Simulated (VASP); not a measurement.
CdF2:

```
Cd F
1.0
     0.00000    2.61463    2.61463
     2.61463    0.00000    2.61463
     2.61463    2.61463    0.00000
Cd F
1 2
Direct
  0.00000 0.00000 0.00000
  0.25000 0.25000 0.25000
  0.75000 0.75000 0.75000
```

This cell differs from its parent crystal: strained.

Base run:

| Property | Result |
| --- | --- |
| Program | VASP 6.6.1 |
| Functional | PBEsol |
| Potentials or basis | VASP PAW PBE potentials, release 64 (Cd, F) |
| Cutoff | 520 eV |
| k mesh | 8 × 8 × 8 |
| Occupations | gaussian, width 0.02 eV |
| Spin | no spin polarisation |

Its results: band gap on the k mesh 3.21 eV, indirect (least direct gap 3.57 eV); pressure 13.0 GPa.

Question: The run is repeated on the same cell with these changes: potentials or basis from VASP PAW PBE potentials, release 64 (Cd, F) to VASP PAW PBE potentials, release 64 (Cd_sv_GW, F); cutoff from 520 eV to 600 eV; further incar settings from ALGO = Normal; EDIFF = 1e-06; NBANDS = 20 to ALGO = Normal; EDIFF = 1e-06; NBANDS = 24; valence electrons from 26 to 34. What comes out?

Answer: Band gap on the k mesh 3.23 eV, indirect (least direct gap 3.59 eV); pressure 11.0 GPa.

Caveats: the PAW data sets were made with another functional, which shifts forces and pressure a little.

A k mesh can miss the band edges.
